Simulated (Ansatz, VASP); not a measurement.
# Se in VASP and in Ansatz

INCAR

```
PREC = Accurate ; ENCUT = 520
EDIFF = 1E-6 ; ISMEAR = 0
SIGMA = 0.1 ; LREAL = F
LASPH = T ; NELM = 60
ALGO = Normal ; ISIF = 2
LWAVE = F ; LCHARG = F
GGA = PS ; NBANDS = 13
```

The input KPOINTS:

```
regular mesh
0
Gamma
  6 6 6
```

File POSCAR:

```
Se
1.0
   -2.9168893579      2.9168893579      1.5912169889
    2.9168893579     -2.9168893579      1.5912169889
    2.9168893579      2.9168893579     -1.5912169889
Se
2
Direct
    0.0000000000      0.0000000000      0.0000000000
    0.7500000000      0.2500000000      0.5000000000
```

Input for Ansatz:

```yaml
crystal:
  lattice:
    - [-2.9168893579, 2.9168893579, 1.5912169889]
    - [2.9168893579, -2.9168893579, 1.5912169889]
    - [2.9168893579, 2.9168893579, -1.5912169889]
  atoms:
    - { symbol: Se, position: [0.0, 0.0, 0.0] }
    - { symbol: Se, position: [0.75, 0.25, 0.5] }
basis:
  ecutwfc: 420
kpoints:
  mp_grid: { grid: [6, 6, 6] }
hamiltonian:
  xc: pbesol
scf:
  occupations: { method: gaussian, width: 0.1 }
  lower_state_search: "off"
output:
  forces: true
  stress: true
  eigenvalues: true
```

Alike in both runs: task single point; functional PBEsol; k mesh 6 × 6 × 6; occupations gaussian, width 0.1 eV; no spin polarisation.

|  | VASP | Ansatz |
| --- | --- | --- |
| version | VASP 6.6.1 | Ansatz 0.2.0 |
| potentials or method | VASP PAW PBE potentials, release 64 (Se), cutoff 520 eV | scalar-relativistic, plane waves, PAW |
| valence electrons in the cell | 12 | 32 |

```tsv
	VASP	Ansatz	Ansatz less VASP
gap on the k mesh at the Fermi level (eV)	none	none	-
pressure (GPa)	-10.8	-10.8	+0.01
traceless stress, the component that is largest in VASP (GPa)	2.36	2.37	+0.007
```

VASP's potentials were made for PBE, not for PBEsol. A gap of «none» marks a metal or a gap that the smearing closes. The functional is the same, so the differences come from potentials, cutoffs and numerics. VASP's potentials hold 12 valence electrons a cell and Ansatz's 32, so a difference there can come from the potentials and not from the codes.

The k mesh is coarse, so the values compare programs but aren't converged.
